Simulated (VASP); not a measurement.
Runs of VASP 6.6.1 on PPt. The structure is that of space group P6_3mc (No. 186), or close to it. The cells are those of the table. 

```tsv
task	cell	cutoff (eV)	gap on the mesh (eV)	pressure (GPa)	largest force (eV/Å)
relaxation of cell and atoms	relaxed from a = 3.743, b = 3.743, c = 6.354 Å, angles 90.0, 90.0, 120.0°, 4 atoms	600	none	0.1	0.01
relaxation of cell and atoms	relaxed to 2 GPa from a = 3.743, b = 3.743, c = 6.354 Å, angles 90.0, 90.0, 120.0°, 4 atoms	600	none	2.0	-
single point	a = 3.024, b = 3.024, c = 7.470 Å, angles 90.0, 90.0, 120.0°, 4 atoms	520	none	29.7	0.01
relaxation of cell and atoms	relaxed to 20 GPa from a = 3.743, b = 3.743, c = 6.354 Å, angles 90.0, 90.0, 120.0°, 4 atoms	600	none	20.0	-
single point	a = 3.649, b = 3.649, c = 6.548 Å, angles 90.0, 90.0, 120.0°, 4 atoms	520	none	(a)	-
single point	a = 3.607, b = 3.607, c = 6.556 Å, angles 90.0, 90.0, 120.0°, 4 atoms	520	none	4.8	-
single point	a = 3.200, b = 3.200, c = 7.454 Å, angles 90.0, 90.0, 120.0°, 4 atoms	520	none	9.8	0.01
relaxation of cell and atoms	relaxed to 10 GPa from a = 3.743, b = 3.743, c = 6.354 Å, angles 90.0, 90.0, 120.0°, 4 atoms	600	none	9.9	-
```

Alike in all rows: level PBE; potentials or basis VASP PAW PBE potentials, release 64 (Pt, P); no spin polarisation; k mesh 8 × 8 × 4; smearing fermi-dirac 0.05 eV.

**Question.** Fill in the values left out.

**Answer.** (a) 1.8.

Caveats: spin-orbit coupling is left out, which moves the levels of the heavy elements; the cell is relaxed towards a set pressure, so the enthalpy falls and the energy may rise (some runs).

A k mesh can miss the band edges, and the runs leave out spin-orbit coupling on Pt.

A gap of «none» marks levels without a gap at the run's occupations.
